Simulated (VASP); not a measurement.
A run of VASP 6.6.1 is set up as follows.

INCAR

```
PREC     = Accurate       # precision mode
ENCUT    = 520            # plane-wave cutoff, eV
EDIFF    = 1E-6           # SCF threshold, eV
ISMEAR   = -1             # smearing method
SIGMA    = 0.03           # smearing width, eV
LREAL    = F              # projectors in reciprocal space
LASPH    = T              # aspherical terms in the spheres
NELM     = 60             # most SCF steps
ALGO     = Normal         # electronic algorithm
ISIF     = 2              # what is computed and relaxed
LWAVE    = F              # write WAVECAR
LCHARG   = F              # write CHGCAR
GGA      = PS             # functional
NBANDS   = 35             # bands
```

KPOINTS

```
regular mesh
0
Gamma
  6 6 2
```

Contents of POSCAR:

```
WS2
1.0
    3.1800000000      0.0000000000      0.0000000000
   -1.5900000000      2.7539607840      0.0000000000
    0.0000000000      0.0000000000     12.5000000000
W S
2 4
Direct
    0.6666666667      0.3333333333      0.7500000000
    0.3333333333      0.6666666667      0.2500000000
    0.6666666667      0.3333333333      0.3750000000
    0.3333333333      0.6666666667      0.8750000000
    0.6666666667      0.3333333333      0.1250000000
    0.3333333333      0.6666666667      0.6250000000
```

Potentials or basis: VASP PAW PBE potentials, release 64 (W_sv, S).

Command:

```bash
$ cat potpaw_PBE.64/W_sv/POTCAR potpaw_PBE.64/S/POTCAR > POTCAR
$ mpirun -np 1 vasp_std > vasp.out
```

**Question.** What does it give for the band gap on the k mesh?

**Answer.** 1.02 eV, indirect (least direct gap 1.73 eV).

**Question.** Estimate the largest force.

**Answer.** 0.128 eV/Å.

Stress tensor (GPa, compression positive):
```
-3.41  0.00  0.00
 0.00 -3.41  0.00
 0.00  0.00 -0.93
```

Caveat: the PAW data sets were made with another functional, which shifts forces and pressure a little; spin-orbit coupling is left out, which moves the levels of the heavy elements; this functional lacks dispersion, which binds the layers, so the pressure and a relaxed spacing across them are unreliable. A k mesh can miss the band edges.
